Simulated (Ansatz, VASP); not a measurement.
# One calculation of Al3Si2F, two programs

```
CELL_PARAMETERS angstrom
-2.39375 2.39375 5.14406
2.39375 -2.39375 5.14406
2.39375 2.39375 -5.14406
ATOMIC_POSITIONS crystal
Al 0.75000 0.25000 0.50000
Al 0.25000 0.75000 0.50000
Al 0.50000 0.50000 0.00000
Si 0.50000 0.00000 0.50000
Si 0.00000 0.50000 0.50000
F 0.00000 0.00000 0.00000
```

Alike in both runs: functional PBE; k mesh 3 × 3 × 3; occupations gaussian, width 0.15 eV; no spin polarisation.

Ansatz relaxed the structure, and its values are those at the end. VASP's run is a single point on that final structure, the one shown.

```csv
,VASP,Ansatz
version,VASP 6.6.1,Ansatz 0.2.0
potentials or method,"VASP PAW PBE potentials, release 64 (Al, Si, F), cutoff 600 eV","scalar-relativistic, plane waves, PAW"
valence electrons in the cell,24,24
```

```csv
,VASP,Ansatz,Ansatz less VASP
gap on the k mesh at the Fermi level (eV),none,none,-
pressure (GPa),0.1,0.1,+0.06
```

A gap of «none» marks a metal or a gap that the smearing closes. The functional is the same, so the differences come from potentials, cutoffs and numerics.

The k mesh is coarse, so the values compare programs but aren't converged.
